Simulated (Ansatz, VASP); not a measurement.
**Hf in VASP and in Ansatz**

```
CELL_PARAMETERS angstrom
0.00000 2.23470 2.23470
2.23470 0.00000 2.23470
2.23470 2.23470 0.00000
ATOMIC_POSITIONS crystal
Hf 0.00000 0.00000 0.00000
```

Change from the starting cell: volume scaled by 1.02, crystal datasets.

Alike in both runs: task electric field gradients; functional PBEsol; k mesh 16 × 16 × 16; occupations fermi-dirac, width 0.03 eV; no spin polarisation.

```csv
,VASP,Ansatz
version,VASP 6.6.1,Ansatz 0.2.0
potentials or method,"VASP PAW PBE potentials, release 64 (Hf_pv), cutoff 520 eV","all-electron PAW with datasets made for the crystal, scalar-relativistic"
```

VASP gave:

```
pressure (GPa) : -4.0
```

Problem. Estimate Ansatz's values.

Solution. Pressure (GPa): -3.5.

VASP's potentials were made for PBE, not for PBEsol. Ansatz ran all-electron here, and VASP with PAW potentials.

Spin-orbit coupling is off throughout.
